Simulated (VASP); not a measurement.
Write the native input for VASP 6.6.1 that does the following.

```yaml
Task: electric field gradients
Functional: PBEsol
Potentials_or_basis: VASP PAW PBE potentials, release 64 (Te, Pb_d)
Cutoff: 520 eV
k_mesh: 10 × 10 × 10
Occupations: fermi-dirac, width 0.03 eV
Spin: no spin polarisation
Dipole_correction: no
Further_INCAR_settings: ALGO = Normal; EDIFF = 1e-08; NBANDS = 17
```

The structure of TePb lies in POSCAR:

```
TePb
1.0
    0.0000000000      3.2483714838      3.2483714838
    3.2483714838      0.0000000000      3.2483714838
    3.2483714838      3.2483714838      0.0000000000
Te Pb
1 1
Direct
    0.5000000000      0.5000000000      0.5000000000
    0.0000000000      0.0000000000      0.0000000000
```

This cell differs from its parent crystal: volume scaled by 1.02.

These files were run (other wordings do the same):

INCAR

```
SYSTEM = TePb
PREC = Accurate
ENCUT = 520
EDIFF = 1E-8
ISMEAR = -1
SIGMA = 0.03
LREAL = .False.
LASPH = .True.
NELM = 60
ALGO = Normal
ISIF = 2
LWAVE = .False.
LCHARG = .False.
GGA = PS
LEFG = .True.
NBANDS = 17
```

KPOINTS

```
regular mesh
0
Gamma
  10 10 10
  0 0 0
```

Potentials or basis: VASP PAW PBE potentials, release 64 (Te, Pb_d).

Run with:

```console
$ cat potpaw_PBE.64/Te/POTCAR potpaw_PBE.64/Pb_d/POTCAR > POTCAR
$ mpirun -np 1 vasp_std > vasp.out
```

It gave:

```yaml
Pressure: -1.1 GPa
Band_gap_on_the_k_mesh: 0.70 eV, direct
```

Caveat: without QUAD_EFG the Cq values of the log hold for a quadrupole moment of 1 mb, not for the nuclei; the PAW data sets were made with another functional, which shifts forces and pressure a little; spin-orbit coupling is left out, which moves the levels of the heavy elements.

Run time: 78 s on 1 thread of AMD EPYC 7R43 64-Core Processor (Zen 3) (shared host), peak memory 0.2 GiB.
